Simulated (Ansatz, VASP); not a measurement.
# Two plane-wave programs on CO2

File INCAR:

```
SYSTEM = CO2
PREC = Accurate
ENCUT = 520
EDIFF = 1E-6
ISMEAR = 0
SIGMA = 0.02
LREAL = .False.
LASPH = .True.
NELM = 100
ALGO = Normal
ISIF = 2
LWAVE = .False.
LCHARG = .False.
GGA = PE
NBANDS = 25
```

Contents of KPOINTS:

```
regular mesh
0
Gamma
  6 6 4
  0 0 0
```

The input POSCAR:

```
CO2
1.0
    2.7453046003     -2.5428793154      0.0397070138
    2.7083957346      2.5021281278      0.0657294354
    0.1317434982      0.0359001033      6.7214874064
C O
2 4
Direct
    0.0169839206     -0.0092750115     -0.0021648127
    0.4856260921      0.5388853555      0.4916170436
    0.8355034904      0.1665337558      0.9136433273
    0.2021168760      0.8435333715      0.1040638084
    0.6815106738      0.2767049145      0.3724526798
    0.2782589471      0.6836176143      0.6203879536
```

Input for Ansatz:

```yaml
crystal:
  lattice:
    - [2.7453046003, -2.5428793154, 0.0397070138]
    - [2.7083957346, 2.5021281278, 0.0657294354]
    - [0.1317434982, 0.0359001033, 6.7214874064]
  atoms:
    - { symbol: C, position: [0.0169839206, -0.0092750115, -0.0021648127] }
    - { symbol: C, position: [0.4856260921, 0.5388853555, 0.4916170436] }
    - { symbol: O, position: [0.8355034904, 0.1665337558, 0.9136433273] }
    - { symbol: O, position: [0.202116876, 0.8435333715, 0.1040638084] }
    - { symbol: O, position: [0.6815106738, 0.2767049145, 0.3724526798] }
    - { symbol: O, position: [0.2782589471, 0.6836176143, 0.6203879536] }
basis:
  ecutwfc: 420
kpoints:
  mp_grid: { grid: [6, 6, 4] }
hamiltonian:
  xc: pbe
scf:
  occupations: { method: gaussian, width: 0.02 }
output:
  forces: true
  stress: true
  eigenvalues: true
```

Change from the starting cell: all atoms moved at random, cell strained at random.

Alike in both runs: task single point; functional PBE; k mesh 6 × 6 × 4; occupations gaussian, width 0.02 eV; no spin polarisation.

|  | VASP | Ansatz |
| --- | --- | --- |
| version | VASP 6.6.1 | Ansatz 0.2.0 |
| potentials or method | VASP PAW PBE potentials, release 64 (C, O), cutoff 520 eV | scalar-relativistic, plane waves, PAW |
| valence electrons in the cell | 32 | 32 |

|  | VASP | Ansatz | Ansatz less VASP |
| --- | --- | --- | --- |
| gap on the k mesh at the Fermi level (eV) | 3.79 | 3.80 | +0.010 |
| least direct gap on the mesh (eV) | 4.04 | 4.06 | +0.016 |
| pressure (GPa) | 4.4 | 2.7 | -1.67 |
| traceless stress, the component that is largest in VASP (GPa) | -42.45 | -41.03 | +1.416 |
| rms of the force components (eV/Å) | 5.962 | 5.652 | -0.3104 |

Atom by atom the forces differ by 0.445 eV/Å (rms over components). The functional is the same, so the differences come from potentials, cutoffs and numerics.

Noted on VASP's run: the standard files for N, O and F lose accuracy on very short bonds.
